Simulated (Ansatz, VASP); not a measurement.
One calculation of BeS, two programs

```
CELL_PARAMETERS angstrom
0.00000 2.42000 2.42000
2.42000 0.00000 2.42000
2.42000 2.42000 0.00000
ATOMIC_POSITIONS crystal
Be 0.00000 0.00000 0.00000
S 0.25000 0.25000 0.25000
```

Alike in both runs: task single point; functional r2SCAN; dispersion rVV10; k mesh 6 × 6 × 6; occupations gaussian, width 0.1 eV; no spin polarisation.

|  | VASP | Ansatz |
| --- | --- | --- |
| version | VASP 6.6.1 | Ansatz 0.2.0 |
| potentials or method | VASP PAW PBE potentials, release 64 (Be, S), cutoff 660 eV | scalar-relativistic, plane waves, PAW |
| valence electrons in the cell | 8 | 8 |

Ansatz gave:

| Property | Result |
| --- | --- |
| gap on the k mesh at the Fermi level (eV) | 3.49 |
| least direct gap on the mesh (eV) | 6.21 |
| pressure (GPa) | 1.2 |

**Question.** Which values does VASP return?

**Answer.** gap on the k mesh at the Fermi level (eV): 3.50; least direct gap on the mesh (eV): 6.24; pressure (GPa): 1.5.

VASP's potentials were made for PBE, not for r2SCAN.
